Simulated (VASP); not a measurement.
A run of VASP 6.6.1:

The input INCAR:

```
ALGO = Normal
EDIFF = 1E-6
ENCUT = 500
GGA = PS
GGA_COMPAT = F
ISIF = 2
ISMEAR = 0
IVDW = 12
LASPH = T
LCHARG = T
LELF = T
LREAL = F
LVHAR = T
LWAVE = F
NBANDS = 17
NELM = 120
PREC = Accurate
SIGMA = 0.1
```

File KPOINTS:

```
k-points
0
Gamma
  15 15 8
```

POSCAR

```
Hf
1.0
    3.1222607548      0.0000000000      0.0000000000
   -1.5611303774      2.7039571309      0.0000000000
    0.0000000000      0.0000000000      4.9413851650
Hf
2
Direct
    0.3333333333      0.6666666667      0.2500000000
    0.6666666667      0.3333333333      0.7500000000
```

Potentials or basis: VASP PAW PBE potentials, release 64 (Hf_pv).

Run with:

```sh
$ cat potpaw_PBE.64/Hf_pv/POTCAR > POTCAR
$ mpirun -np 1 vasp_std > vasp.out
```

Hardware: 1 thread of Intel(R) Xeon(R) Platinum 8375C CPU @ 2.90GHz (Ice Lake), with other jobs on the host.

Question: How long does it take, and how much memory?

Answer: It took 37 s on 1 thread of Intel(R) Xeon(R) Platinum 8375C CPU @ 2.90GHz (Ice Lake) (shared host), peak memory 0.22 GiB. Counts: scf iterations 11, k points 135.
